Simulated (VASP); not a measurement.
Set up this calculation in VASP 6.6.1, as the native input.

```
Task                   : relaxation of cell and atoms
Functional             : PBEsol
Potentials or basis    : VASP PAW PBE potentials, release 64 (Ga_d, N)
Cutoff                 : 600 eV
k mesh                 : 8 × 8 × 8
Occupations            : fermi-dirac, width 0.02 eV
Spin                   : no spin polarisation
Dipole correction      : no
Further INCAR settings : ALGO = Normal; EDIFF = 1e-06; IBRION = 2; EDIFFG = -0.005; NSW = 80; ISIF = 3
```

The structure of GaN lies in POSCAR:

```
GaN
1.0
    0.0000000000      2.2741788551      2.2741788551
    2.2741788551      0.0000000000      2.2741788551
    2.2741788551      2.2741788551      0.0000000000
Ga N
1 1
Direct
    0.0000000000      0.0000000000      0.0000000000
    0.2500000000      0.2500000000      0.2500000000
```

The input as run:

INCAR

```
SYSTEM = GaN
ALGO = Normal
EDIFF = 1E-6
EDIFFG = -0.005
ENCUT = 600
GGA = PS
IBRION = 2
ISIF = 3
ISMEAR = -1
LASPH = .TRUE.
LCHARG = .FALSE.
LREAL = .FALSE.
LWAVE = .FALSE.
NELM = 100
NSW = 80
PREC = Accurate
SIGMA = 0.02
```

KPOINTS

```
k-points
0
G
  8 8 8
  0 0 0
```

Potentials or basis: VASP PAW PBE potentials, release 64 (Ga_d, N).

Command:

```console
$ cat potpaw_PBE.64/Ga_d/POTCAR potpaw_PBE.64/N/POTCAR > POTCAR
$ mpirun -np 1 vasp_std > vasp.out
```

It gave:

- Relaxed volume: 11.36 Å³/atom
- Relaxed cell: a = 3.179 Å, b = 3.179 Å, c = 3.179 Å, α = 60.00°, β = 60.00°, γ = 60.00°
- Space group after relaxing (to 0.05 Å): F-43m (No. 216)
- Energy gained by relaxing: 8.2 meV/atom
- Ionic steps: 7
- Pressure after relaxing: -0.1 GPa
- Band gap on the k mesh: 1.73 eV, direct

Caveat: the PAW data sets were made with another functional, which shifts forces and pressure a little.

It took 48 s on 1 thread of Intel(R) Xeon(R) Platinum 8259CL CPU @ 2.50GHz (Skylake/Cascade Lake) (shared host), peak memory 0.17 GiB.
